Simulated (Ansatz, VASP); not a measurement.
This is a calculation of InP for Ansatz 0.2.0.

input.yaml

```yaml
crystal:
  lattice:
    - [0.0, 2.9690636329, 2.9690636329]
    - [2.9690636329, 0.0, 2.9690636329]
    - [2.9690636329, 2.9690636329, 0.0]
  atoms:
    - { symbol: In, position: [0.0, 0.0, 0.0] }
    - { symbol: P, position: [0.75, 0.75, 0.75] }
hamiltonian:
  xc: revpbe
  pseudopotentials: { kind: paw }
kpoints:
  mp_grid: { grid: [8, 8, 8] }
scf:
  occupations: { method: fermi_dirac, width: 0.05 }
output:
  forces: true
  stress: true
  eigenvalues: true
```

Potentials or basis: Ansatz PAW.

Run with:

```sh
$ ansatz run input.yaml --threads 2 --pin off --max-ram 5120MiB --backend cpu --events-out ev --progress --plain --runs-dir out
```

Task: Set up the same calculation for VASP 6.6.1. Potentials there: VASP PAW PBE potentials, release 64 (In_d, P).

Result: As run (the cutoff follows the program's own potentials):

INCAR

```
PREC = Accurate ; ENCUT = 520
EDIFF = 1E-7 ; ISMEAR = -1
SIGMA = 0.05 ; LREAL = False
LASPH = True ; NELM = 80
ALGO = Normal ; ISIF = 2
LWAVE = False ; LCHARG = False
GGA = RE ; NBANDS = 16
```

The input KPOINTS:

```
Automatic mesh
0
Gamma
  8 8 8
```

POSCAR

```
InP
1.0
    0.0000000000      2.9690636329      2.9690636329
    2.9690636329      0.0000000000      2.9690636329
    2.9690636329      2.9690636329      0.0000000000
In P
1 1
Direct
    0.0000000000      0.0000000000      0.0000000000
    0.7500000000      0.7500000000      0.7500000000
```

Potentials or basis: VASP PAW PBE potentials, release 64 (In_d, P).

Launch:

```console
$ cat potpaw_PBE.64/In_d/POTCAR potpaw_PBE.64/P/POTCAR > POTCAR
$ mpirun -np 1 vasp_std > vasp.out
```

Both were run:

|  | VASP | Ansatz | Ansatz less VASP |
| --- | --- | --- | --- |
| gap on the k mesh at the Fermi level (eV) | 0.59 | 0.60 | +0.006 |
| least direct gap on the mesh (eV) | 0.59 | 0.60 | +0.006 |
| pressure (GPa) | 1.8 | 1.9 | +0.05 |

VASP's potentials were made for PBE, not for revPBE. The functional is the same, so the differences come from potentials, cutoffs and numerics.
